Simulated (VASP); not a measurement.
# Ru (P6_3/mmc) in VASP: a series of runs

The runs below take Ru through single point, with PBEsol.

All numbers are computed with VASP 6.6.1; they aren't measurements. Logs are shortened: lines on timing, memory, paths and dates and some standing lists are left out, and cuts for length are marked.

## Step 1: The cell of the first run

Symmetry: P6_3/mmc, No. 194, hexagonal system. The conventional cell has a = 2.681 Å, b = 2.681 Å, c = 4.233 Å, α = 90.00°, β = 90.00°, γ = 120.00°. Ru (site symmetry -6m2) has 12 Ru at 2.62 to 2.68 Å within 3.5 Å.

## Step 2: Single point, PBEsol

File INCAR:

```
PREC = Accurate
ENCUT = 520
EDIFF = 1E-7
ISMEAR = -1
SIGMA = 0.1
LREAL = False
LASPH = True
NELM = 100
ALGO = Normal
ISIF = 2
LWAVE = False
LCHARG = False
GGA = PS
NBANDS = 21
```

File KPOINTS:

```
regular mesh
0
Gamma
  20 20 12
```

File POSCAR:

```
Ru
1.0
    2.6812418834      0.0000000000      0.0000000000
   -1.3406209417      2.3220235847      0.0000000000
    0.0000000000      0.0000000000      4.2333144981
Ru
2
Direct
    0.3333333333      0.6666666667      0.2500000000
    0.6666666667      0.3333333333      0.7500000000
```

Potentials or basis: VASP PAW PBE potentials, release 64 (Ru_pv).

Command:

```console
$ cat potpaw_PBE.64/Ru_pv/POTCAR > POTCAR
$ mpirun -np 1 vasp_std > vasp.out
```

OUTCAR:

```text
PREC = Accurate
   ENCUT = 520
   EDIFF = 1E-7
   ISMEAR = -1
   LREAL = False
   LASPH = True
   NELM = 100
   ISIF = 2
   GGA = PS

 ion  position               nearest neighbor table
   1  0.333  0.667  0.250-   2 2.62   2 2.62   2 2.62   2 2.62   2 2.62   2 2.62
   2  0.667  0.333  0.750-   1 2.62   1 2.62   1 2.62   1 2.62   1 2.62   1 2.62

  LATTYP: Found a hexagonal cell.
 ALAT       =     2.6812418834
 C/A-ratio  =     1.5788633336

  Lattice vectors:

 A1 = (   2.6812418834,   0.0000000000,   0.0000000000)
 A2 = (  -1.3406209417,   2.3220235847,   0.0000000000)
 A3 = (   0.0000000000,   0.0000000000,   4.2333144981)

Analysis of symmetry for initial positions (statically):
=====================================================================
 Subroutine PRICEL returns:
 Original cell was already a primitive cell.

 Routine SETGRP: Setting up the symmetry group for a
 hexagonal supercell.

 Subroutine GETGRP returns: Found 24 space group operations
 (whereof 12 operations were pure point group operations)
 out of a pool of 24 trial point group operations.

The static configuration has the point symmetry D_3d.
 The point group associated with its full space group is D_6h.

Analysis of symmetry for dynamics (positions and initial velocities):
=====================================================================
 Subroutine PRICEL returns:
 Original cell was already a primitive cell.

 Routine SETGRP: Setting up the symmetry group for a
 hexagonal supercell.

 Subroutine GETGRP returns: Found 24 space group operations
 (whereof 12 operations were pure point group operations)
 out of a pool of 24 trial point group operations.

The dynamic configuration has the point symmetry D_3d.
 The point group associated with its full space group is D_6h.

 Subroutine INISYM returns: Found 24 space group operations
 (whereof 12 operations are pure point group operations),
 and found     1 'primitive' translations

----------------------------------------------------------------------------------------

                                     Primitive cell

  volume of cell :      26.3562

  direct lattice vectors                    reciprocal lattice vectors
     2.681241883  0.000000000  0.000000000     0.372961502  0.215329424  0.000000000
    -1.340620942  2.322023585  0.000000000     0.000000000  0.430658847  0.000000000
     0.000000000  0.000000000  4.233314498     0.000000000  0.000000000  0.236221523

  length of vectors
     2.681241883  2.681241883  4.233314498     0.430658847  0.430658847  0.236221523

  position of ions in fractional coordinates (direct lattice)
     0.333333333  0.666666667  0.250000000
     0.666666667  0.333333333  0.750000000

  ion indices of the primitive-cell ions
   primitive index   ion index
                 1           1
                 2           2

----------------------------------------------------------------------------------------

 KPOINTS: regular mesh

Automatic generation of k-mesh.
 Grid dimensions read from file:
 generate k-points for:   20   20   12

 Generating k-lattice:

  Cartesian coordinates                     Fractional coordinates (reciprocal lattice)
     0.018648075  0.010766471  0.000000000     0.050000000 -0.000000000  0.000000000
     0.000000000  0.021532942  0.000000000     0.000000000  0.050000000  0.000000000
     0.000000000  0.000000000  0.019685127     0.000000000  0.000000000  0.083333333

  Length of vectors
     0.021532942  0.021532942  0.019685127

  Shift w.r.t. Gamma in fractional coordinates (k-lattice)
     0.000000000  0.000000000  0.000000000

 Subroutine IBZKPT returns following result:
 ===========================================

 Found    308 irreducible k-points:

 Following reciprocal coordinates:
            Coordinates               Weight
  0.000000  0.000000  0.000000      1.000000
  0.050000  0.000000  0.000000      6.000000
  0.100000  0.000000  0.000000      6.000000
  0.150000  0.000000  0.000000      6.000000
  0.200000  0.000000  0.000000      6.000000
  0.250000 -0.000000  0.000000      6.000000
[... 16 lines left out ...]
  0.200000  0.100000  0.000000     12.000000
  0.250000  0.100000  0.000000     12.000000
 [... further k-points ...]
   k-points           NKPTS =    308   k-points in BZ     NKDIM =    308   number of bands    NBANDS=     21
   number of dos      NEDOS =    301   number of ions     NIONS =      2
   total plane-waves  NPLWV =  12800
   dimension x,y,z NGX =    20 NGY =   20 NGZ =   32
   dimension x,y,z NGXF=    40 NGYF=   40 NGZF=   64
   ions per type =               2
   NGX,Y,Z   is equivalent  to a cutoff of  12.40, 12.40, 12.57 a.u.
   NGXF,Y,Z  is equivalent  to a cutoff of  24.80, 24.80, 25.13 a.u.
 SYSTEM =  unknown system
   PREC   = accura    normal or accurate (medium, high low for compatibility)
   ISTART =      0    job   : 0-new  1-cont  2-samecut
   ICHARG =      2    charge: 1-file 2-atom 10-const
   ISPIN  =      1    spin polarized calculation?
   LNONCOLLINEAR =      F non collinear calculations
   LSORBIT =      F    spin-orbit coupling
   LASPH  =      T    aspherical Exc in radial PAW
   ENCUT  =  520.0 eV  38.22 Ry    6.18 a.u.   4.99  4.99  7.87*2*pi/ulx,y,z
   NELM   =    100;   NELMIN=  2; NELMDL= -5     # of ELM steps
   EDIFF  = 0.1E-06   stopping-criterion for ELM
   LREAL  =      F    real-space projection
   EDIFFG = 0.1E-05   stopping-criterion for IOM
   NSW    =      0    number of steps for IOM
   IBRION =     -1    ionic relax: 0-MD 1-quasi-New 2-CG
   NFREE  =      0    steps in history (QN), initial steepest desc. (CG)
   ISIF   =      2    stress and relaxation
   ISYM   =      2    0-nonsym 1-usesym 2-fastsym
   POTIM  = 0.5000    time-step for ionic-motion
   TEBEG  =    0.0;   TEEND  =   0.0 temperature during run
   PSTRESS=    0.0 pullay stress
   NELECT =      28.0000    total number of electrons
   NUPDOWN=      -1.0000    fix difference up-down
   EMIN   =  10.00;   EMAX   =-10.00  energy-range for DOS
   EFERMI =   0.00;   METHOD = LEGACY
   ISMEAR =    -1;   SIGMA  =   0.10  broadening in eV -4-tet -1-fermi 0-gaus
   EFERMI_NEDOS =   21; number of points for ismear=-14 and -15
   IALGO  =     38    algorithm
   IMIX   =      4    mixing-type and parameters
     AMIX     =   0.40;   BMIX     =  1.00
     AMIX_MAG =   1.60;   BMIX_MAG =  1.00
  volume/ion in A,a.u.               =      13.18        88.93
  Fermi-wavevector in a.u.,A,eV,Ry     =   1.670449  3.156690 37.965678  2.790399
  Thomas-Fermi vector in A             =   2.755944
   LORBIT       =      0    0 simple, 1 ext, 2 COOP (PROOUT), +10 PAW based schemes
   GGA     = PS    functional components
   LHFCALC =     F    Hartree Fock is set to
   AEXX    =    0.0000 exact exchange contribution
   IVDW    =     0    specifies the selected vdW correction
   LEPSILON=     F    determine dielectric tensor
   LRPA    =     F    only Hartree local field effects (RPA)
 non-spin polarized calculation
  energy-cutoff  :      520.00
  volume of cell :       26.36
 maximum number of plane-waves:       732
 NGX is ok and might be reduce to    20
   NGX =  9   NGY =  9   NGZ = 15

 number of electron      27.9999993 magnetization

 Free energy of the ion-electron system (eV)
  ---------------------------------------------------
  ext. energy  EPLUGINS =         0.00000000
  ---------------------------------------------------
  free energy    TOTEN  =       -20.36486069 eV

  energy without entropy =      -20.31375064  energy(sigma->0) =      -20.33930567

 E-fermi :  13.2756     XC(G=0): -14.4662

 val. band max:       13.2746890574   @ k =   0.4000   0.0500   0.3333
 cond. band min:      13.2826825066   @ k =   0.4000   0.0000   0.3333
 fundamental gap:      0.0079934492
 Fermi energy:        13.2756288053

 k-point     1 :       0.0000    0.0000    0.0000
  band No.  band energies     occupation
      1     -30.4717      2.00000
      2     -29.4370      2.00000
      3     -29.4370      2.00000
      4     -29.2473      2.00000
      5     -29.2473      2.00000
      6     -29.1973      2.00000
[... 13 lines left out ...]
     20      23.4963      0.00000
     21      23.9577      0.00000

 k-point     2 :       0.0500    0.0000    0.0000
  band No.  band energies     occupation
      1     -30.4622      2.00000
      2     -29.4573      2.00000
      3     -29.4439      2.00000
      4     -29.2685      2.00000
      5     -29.2500      2.00000
      6     -29.2017      2.00000
[... 13 lines left out ...]
     20      23.4962      0.00000
     21      23.9443      0.00000

 k-point     3 :       0.1000    0.0000    0.0000
  band No.  band energies     occupation
      1     -30.4342      2.00000
      2     -29.5161      2.00000
      3     -29.4637      2.00000
      4     -29.3296      2.00000
      5     -29.2580      2.00000
      6     -29.2150      2.00000
[... 13 lines left out ...]
     20      23.4961      0.00000
     21      23.9007      0.00000

 k-point     4 :       0.1500    0.0000    0.0000
  band No.  band energies     occupation
      1     -30.3890      2.00000
      2     -29.6078      2.00000
      3     -29.4937      2.00000
      4     -29.4233      2.00000
      5     -29.2711      2.00000
      6     -29.2372      2.00000
[... 13 lines left out ...]
     20      23.4961      0.00000
     21      23.8232      0.00000

 k-point     5 :       0.2000    0.0000    0.0000
  band No.  band energies     occupation
      1     -30.3288      2.00000
      2     -29.7232      2.00000
      3     -29.5387      2.00000
      4     -29.5305      2.00000
      5     -29.2884      2.00000
      6     -29.2683      2.00000
[... 13 lines left out ...]
     20      23.4960      0.00000
     21      23.7211      0.00000

 k-point     6 :       0.2500   -0.0000    0.0000
  band No.  band energies     occupation
      1     -30.2569      2.00000
      2     -29.8512      2.00000
      3     -29.6636      2.00000
      4     -29.5702      2.00000
      5     -29.3084      2.00000
      6     -29.3080      2.00000
[... 13 lines left out ...]
     20      23.4958      0.00000
     21      23.6230      0.00000

 k-point     7 :       0.3000    0.0000    0.0000
  band No.  band energies     occupation
      1     -30.1772      2.00000
      2     -29.9789      2.00000
      3     -29.7854      2.00000
      4     -29.6090      2.00000
      5     -29.3553      2.00000
      6     -29.3291      2.00000
[... 13 lines left out ...]
     20      23.4954      0.00000
     21      23.5534      0.00000
[... 291 lines left out ...]
      1     -30.2521      2.00000
      2     -30.0383      2.00000
      3     -29.9366      2.00000
      4     -29.7024      2.00000
      5     -29.5229      2.00000
      6     -29.3899      2.00000
[... 13 lines left out ...]
     20      23.4934      0.00000
     21      24.5736      0.00000

 k-point    21 :       0.1000    0.1000    0.0000
  band No.  band energies     occupation
      1     -30.3627      2.00000
      2     -29.6395      2.00000
      3     -29.5610      2.00000
      4     -29.4306      2.00000
      5     -29.2924      2.00000
      6     -29.2506      2.00000
[... 13 lines left out ...]
     20      23.4961      0.00000
     21      23.7839      0.00000

 k-point    22 :       0.1500    0.1000    0.0000
  band No.  band energies     occupation
      1     -30.3039      2.00000
      2     -29.7357      2.00000
      3     -29.6511      2.00000
      4     -29.4880      2.00000
      5     -29.3192      2.00000
      6     -29.2818      2.00000
[... 13 lines left out ...]
     20      23.4960      0.00000
     21      23.7023      0.00000

 k-point    23 :       0.2000    0.1000    0.0000
  band No.  band energies     occupation
      1     -30.2334      2.00000
      2     -29.8509      2.00000
      3     -29.7439      2.00000
      4     -29.5495      2.00000
      5     -29.3465      2.00000
      6     -29.3215      2.00000
[... 13 lines left out ...]
     20      23.4958      0.00000
     21      23.6362      0.00000

 k-point    24 :       0.2500    0.1000    0.0000
  band No.  band energies     occupation
      1     -30.1551      2.00000
      2     -29.9707      2.00000
      3     -29.8322      2.00000
      4     -29.6094      2.00000
      5     -29.3727      2.00000
      6     -29.3689      2.00000
[... 13 lines left out ...]
     20      23.4953      0.00000
     21      23.5936      0.00000

 [... further k-points ...]
[... 5 lines left out ...]
  --------------------------------------------------------------------------------------
  -------------------------------------------------------------------------------------
  Total        0.6482889      0.6482889      0.6529339      0.0000000     -0.0000000      0.0000000
  in kB       39.4090518     39.4090518     39.6914236      0.0000000     -0.0000000      0.0000000
  external PRESSURE =      39.5031758 kB  Pullay stress =       0.0000000 kB

 VOLUME and BASIS-vectors are now :
 -----------------------------------------------------------------------------
  energy-cutoff  :      520.00
  volume of cell :       26.36
      direct lattice vectors                 reciprocal lattice vectors
     2.681241883  0.000000000  0.000000000     0.372961502  0.215329424  0.000000000
    -1.340620942  2.322023585  0.000000000     0.000000000  0.430658847  0.000000000
     0.000000000  0.000000000  4.233314498     0.000000000  0.000000000  0.236221523

 POSITION                                       TOTAL-FORCE (eV/Angst)
 -----------------------------------------------------------------------------------
     -0.00000      1.54802      1.05833        -0.000000      0.000000      0.000000
      1.34062      0.77401      3.17499         0.000000     -0.000000      0.000000
 -----------------------------------------------------------------------------------
    total drift:                               -0.000000      0.000000     -0.000000

  FREE ENERGIE OF THE ION-ELECTRON SYSTEM (eV)
  ---------------------------------------------------
  free  energy   TOTEN  =       -20.3648606875 eV

  energy  without entropy=      -20.3137506444  energy(sigma->0) =      -20.33930567
```

Wall time 46 s (1 thread of AMD EPYC 9R45 (Zen 5), shared host); peak memory 0.21 GiB.

What came out:

| Quantity | Value |
| --- | --- |
| Free energy | -20.3649 eV |
| Pressure | 4.0 GPa |
| Band gap on the k mesh | zero (bands 14 and 15 overlap by 3.40 eV) |

Caveat: the cell stands under pressure; the PAW data sets were made with another functional, which shifts forces and pressure a little.

## Step 3: Single point, PBEsol

This run uses another cell than the first one, of 13.25 Å³/atom.

File INCAR:

```
SYSTEM = Ru
  PREC = Accurate
  ENCUT = 520
  EDIFF = 1E-7
  ISMEAR = -1
  SIGMA = 0.1
  LREAL = .False.
  LASPH = .True.
  NELM = 60
  ALGO = Normal
  ISIF = 2
  LWAVE = .False.
  LCHARG = .False.
  GGA = PS
  NBANDS = 21
```

File KPOINTS:

```
Automatic mesh
0
Gamma
  20 20 12
  0 0 0
```

File POSCAR:

```
Ru
1.0
    2.6864807186      0.0000000000      0.0000000000
   -1.3432403593      2.3265605491      0.0000000000
    0.0000000000      0.0000000000      4.2406297641
Ru
2
Direct
    0.3333333333      0.6666666667      0.2500000000
    0.6666666667      0.3333333333      0.7500000000
```

Potentials or basis: VASP PAW PBE potentials, release 64 (Ru_pv).

Command:

```console
$ cat potpaw_PBE.64/Ru_pv/POTCAR > POTCAR
$ mpirun -np 1 vasp_std > vasp.out
```

Wall time 46 s (1 thread of AMD EPYC 9R45 (Zen 5), shared host); peak memory 0.21 GiB.

The run converged. Its results:

| Quantity | Value |
| --- | --- |
| Free energy | -20.3677 eV |
| Pressure | 1.9 GPa |
| Band gap on the k mesh | zero (bands 14 and 15 overlap by 3.37 eV) |

Levels at points of the mesh, in eV from the Fermi level:
| k point | band 11 | band 12 | band 13 | band 14 | band 15 | band 16 | band 17 | band 18 |
| --- | --- | --- | --- | --- | --- | --- | --- | --- |
| (0.00, 0.00, 0.00) | -2.52 | -2.01 | -2.01 | -1.48 | -1.48 | 1.21 | 1.21 | 1.27 |
| (0.50, 0.00, 0.00) | -2.16 | -1.90 | -1.59 | 1.46 | 1.90 | 2.00 | 4.16 | 6.24 |
| (0.00, 0.00, 0.50) | -2.91 | -2.91 | -2.83 | -2.83 | 0.56 | 0.56 | 0.56 | 0.56 |
| (0.50, 0.00, 0.50) | -1.13 | -1.13 | 0.42 | 0.42 | 1.73 | 1.73 | 3.44 | 3.44 |

Caveat: the PAW data sets were made with another functional, which shifts forces and pressure a little.
